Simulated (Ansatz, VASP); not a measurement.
One calculation of CdF2, two programs

INCAR

```
SYSTEM = CdF2
PREC     = Accurate       ! precision mode
ENCUT    = 520            ! plane-wave cutoff, eV
EDIFF    = 1E-7           ! SCF threshold, eV
ISMEAR   = 0              ! smearing method
SIGMA    = 0.05           ! smearing width, eV
LREAL    = .False.        ! projectors in reciprocal space
LASPH    = .True.         ! aspherical terms in the spheres
NELM     = 100            ! most SCF steps
ALGO     = Normal         ! electronic algorithm
ISIF     = 2              ! what is computed and relaxed
LWAVE    = .False.        ! write WAVECAR
LCHARG   = .False.        ! write CHGCAR
GGA      = PS             ! functional
NBANDS   = 20             ! bands
```

Contents of KPOINTS:

```
regular mesh
0
Gamma
  8 8 8
  0 0 0
```

Contents of POSCAR:

```
CdF2
1.0
    0.0000000000      2.8179684767      2.6533991176
    2.8179684767      0.0000000000      2.6533991176
    2.8179684767      2.8179684767      0.0000000000
Cd F
1 2
Direct
    0.0000000000      0.0000000000      0.0000000000
    0.2500000000      0.2500000000      0.2500000000
    0.7500000000      0.7500000000      0.7500000000
```

Input for Ansatz:

```yaml
crystal:
  lattice:
    - [0.0, 2.8179684767, 2.6533991176]
    - [2.8179684767, 0.0, 2.6533991176]
    - [2.8179684767, 2.8179684767, 0.0]
  atoms:
    - { symbol: Cd, position: [0.0, 0.0, 0.0] }
    - { symbol: F, position: [0.25, 0.25, 0.25] }
    - { symbol: F, position: [0.75, 0.75, 0.75] }
basis:
  ecutwfc: 520.0
kpoints:
  mp_grid: { grid: [8, 8, 8] }
hamiltonian:
  xc: pbesol
scf:
  occupations: { method: gaussian, width: 0.05 }
output:
  forces: true
  stress: true
  eigenvalues: true
```

Alike in both runs: task single point; functional PBEsol; k mesh 8 × 8 × 8; occupations gaussian, width 0.05 eV; no spin polarisation.

|  | VASP | Ansatz |
| --- | --- | --- |
| version | VASP 6.6.1 | Ansatz 0.2.0 |
| potentials or method | VASP PAW PBE potentials, release 64 (Cd, F), cutoff 520 eV | scalar-relativistic, plane waves, PAW |
| valence electrons in the cell | 26 | 34 |

Ansatz gave:

| Item | Value |
| --- | --- |
| gap on the k mesh at the Fermi level (eV) | 2.55 |
| least direct gap on the mesh (eV) | 3.13 |
| pressure (GPa) | -6.9 |
| traceless stress, the component that is largest in VASP (GPa) | 4.25 |

Q: Estimate VASP's values.

A: gap on the k mesh at the Fermi level (eV): 2.52; least direct gap on the mesh (eV): 3.10; pressure (GPa): -6.5; traceless stress, the component that is largest in VASP (GPa): 4.20.

VASP's potentials were made for PBE, not for PBEsol. The functional is the same, so the differences come from potentials, cutoffs and numerics. VASP's potentials hold 26 valence electrons a cell and Ansatz's 34, so a difference there can come from the potentials and not from the codes.
